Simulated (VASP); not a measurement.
Input of a VASP 6.6.1 run:

Contents of INCAR:

```
PREC = Accurate
ENCUT = 600
EDIFF = 1E-6
ISMEAR = -1
SIGMA = 0.05
LREAL = F
LASPH = T
NELM = 100
ALGO = Normal
ISIF = 3
LWAVE = F
LCHARG = F
GGA = PE
IBRION = 2
NSW = 60
EDIFFG = -0.005
```

Contents of KPOINTS:

```
regular mesh
0
Gamma
  11 11 11
```

File POSCAR:

```
CdTe
1.0
    3.3465029723      0.0000000000      0.0000000000
    0.0000000000      3.3465029723      0.0000000000
    0.0000000000      0.0000000000      3.3465029723
Cd Te
1 1
Direct
    0.0000000000      0.0000000000      0.0000000000
    0.5000000000      0.5000000000      0.5000000000
```

Potentials or basis: VASP PAW PBE potentials, release 64 (Cd, Te).

Run with:

```bash
$ cat potpaw_PBE.64/Cd/POTCAR potpaw_PBE.64/Te/POTCAR > POTCAR
$ mpirun -np 1 vasp_std > vasp.out
```

Question: What does it give for the relaxed cell?

Answer: a = 3.789 Å, b = 3.789 Å, c = 3.789 Å, α = 90.00°, β = 90.00°, γ = 90.00°.

Question: Predict the band gap on the k mesh.

Answer: Zero (band 9 reaches 5.11 eV, above the bottom of band 10 at 3.69 eV).

Question: What does it give for the relaxed volume?

Answer: 27.20 Å³/atom.

Question: What does it give for the space group after relaxing (to 0.05 Å)?

Answer: Pm-3m (No. 221).

Step by step:
```csv
step,energy change (eV),largest force (eV/Å),pressure (GPa),volume (Å³)
1,0.0000,0.0000,42.24,37.48
2,-1.1084,0.0000,-6.40,71.17
3,-1.5506,0.0000,0.22,54.11
4,-1.5507,0.0000,-0.09,54.51
5,-1.5508,0.0000,-0.03,54.40
```

Caveat: the volume moved by over 15 % at a fixed basis, so the end points are rough; spin-orbit coupling is left out, which moves the levels of the heavy elements.
